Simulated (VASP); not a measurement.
Crystal: ScGa4.

```
Sc Ga
1.0
     6.06649    0.00000    0.00000
     0.00000    6.06649    0.00000
     0.00000    0.00000    2.51360
Sc Ga
1 4
Direct
  0.00000 0.00000 0.50000
  0.20704 0.50000 0.00000
  0.79296 0.50000 0.00000
  0.50000 0.20704 0.00000
  0.50000 0.79296 0.00000
```

The cell was built from a structure type or drawn by symmetry, and may not be a known phase.

| Property | Result |
| --- | --- |
| Program | VASP 6.6.1 |
| Task | relaxation of cell and atoms |
| Functional | PBE |
| Potentials or basis | VASP PAW PBE potentials, release 64 (Sc_sv, Ga_d) |
| Cutoff | 600 eV |
| k mesh | 4 × 4 × 6 |
| Occupations | gaussian, width 0.1 eV |
| Spin | no spin polarisation |

At the start: pressure 8.6 GPa; volume 18.50 Å³/atom.

Q: Where does the relaxation end?

A: Over 9 steps the energy falls by 236.0 meV/atom and the volume is 20.51 Å³/atom (+10.9 %); space group P4/mmm (No. 123, to 0.1 Å) before and after.

Step by step:
```tsv
step	energy change (eV)	largest force (eV/Å)	pressure (GPa)	volume (Å³)
1	0.0000	0.6291	8.59	92.51
2	-0.8757	0.0153	-1.82	106.09
3	-0.9062	0.1292	-3.15	109.22
4	-0.8565	0.2905	-5.11	115.56
5	-0.9086	0.1713	-3.68	110.65
6	-1.1575	0.1333	-1.77	106.00
7	-1.1610	0.1268	-1.40	105.43
8	-1.1609	0.1280	-1.48	105.54
9	-1.1799	0.0237	-0.11	102.56
```

Final structure:
```
Sc Ga
1.0
     5.85426    0.00000    0.00000
     0.00000    5.85426    0.00000
     0.00000    0.00000    2.99247
Sc Ga
1 4
Direct
  0.00000 0.00000 0.50000
  0.20168 0.50000 0.00000
  0.79832 0.50000 0.00000
  0.50000 0.20168 0.00000
  0.50000 0.79832 0.00000
```

Caveat: the k points lie up to 0.35 Å⁻¹ apart in the final cell, too coarse for converged energies and pressures of a metal; a cell axis changed by over 15 % at a fixed basis, so the end point is rough.
